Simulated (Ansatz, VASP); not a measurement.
**One calculation of SnTe, two programs**

INCAR

```
ALGO = Normal
EDIFF = 1E-6
ENCUT = 520
ISIF = 2
ISMEAR = -1
LASPH = T
LCHARG = T
LELF = T
LREAL = F
LVHAR = T
LWAVE = F
NBANDS = 17
NELM = 80
PREC = Accurate
SIGMA = 0.05
```

File KPOINTS:

```
k-points
0
Gamma
  7 7 7
```

Contents of POSCAR:

```
SnTe
1.0
    0.0000000000      3.6111460000      3.6111460000
    3.6111460000      0.0000000000      3.6111460000
    3.6111460000      3.6111460000      0.0000000000
Te Sn
1 1
Direct
    0.2500000000      0.2500000000      0.2500000000
    0.0000000000      0.0000000000      0.0000000000
```

The input input.yaml:

```yaml
crystal:
  lattice:
    - [0.0, 3.611146, 3.611146]
    - [3.611146, 0.0, 3.611146]
    - [3.611146, 3.611146, 0.0]
  atoms:
    - { symbol: Te, position: [0.25, 0.25, 0.25] }
    - { symbol: Sn, position: [0.0, 0.0, 0.0] }
hamiltonian:
  xc: lda
  pseudopotentials: { kind: paw }
kpoints:
  mp_grid: { grid: [7, 7, 7] }
  band_path:
    path:
      - [[0.0, 0.0, 0.0], [0.5, 0.0, 0.5], [0.5, 0.25, 0.75], [0.375, 0.375, 0.75], [0.0, 0.0, 0.0], [0.5, 0.5, 0.5], [0.625, 0.25, 0.625], [0.5, 0.25, 0.75], [0.5, 0.5, 0.5], [0.375, 0.375, 0.75]]
      - [[0.625, 0.25, 0.625], [0.5, 0.0, 0.5]]
    npoints: 14
scf:
  occupations: { method: fermi_dirac, width: 0.05 }
  n_extra_bands: 6
output:
  forces: true
  stress: true
  eigenvalues: true
  fatbands: true
```

Alike in both runs: functional LDA; k mesh 7 × 7 × 7; occupations fermi-dirac, width 0.05 eV; no spin polarisation.

```csv
,VASP,Ansatz
version,VASP 6.6.1,Ansatz 0.2.0
potentials or method,"VASP PAW LDA potentials, release 64 (Te, Sn_d)",Ansatz PAW
plane-wave cutoff (eV),520,420
valence electrons in the cell,20,30
task,single point,band structure
```

|  | VASP | Ansatz | Ansatz less VASP |
| --- | --- | --- | --- |
| pressure (GPa) | -2.2 | -2.2 | -0.02 |

LDA's correlation is that of Perdew and Zunger in VASP and of Perdew and Wang (1992) in Ansatz. VASP's potentials hold 20 valence electrons a cell and Ansatz's 30, so a difference there can come from the potentials and not from the codes.

Spin-orbit coupling is off throughout.
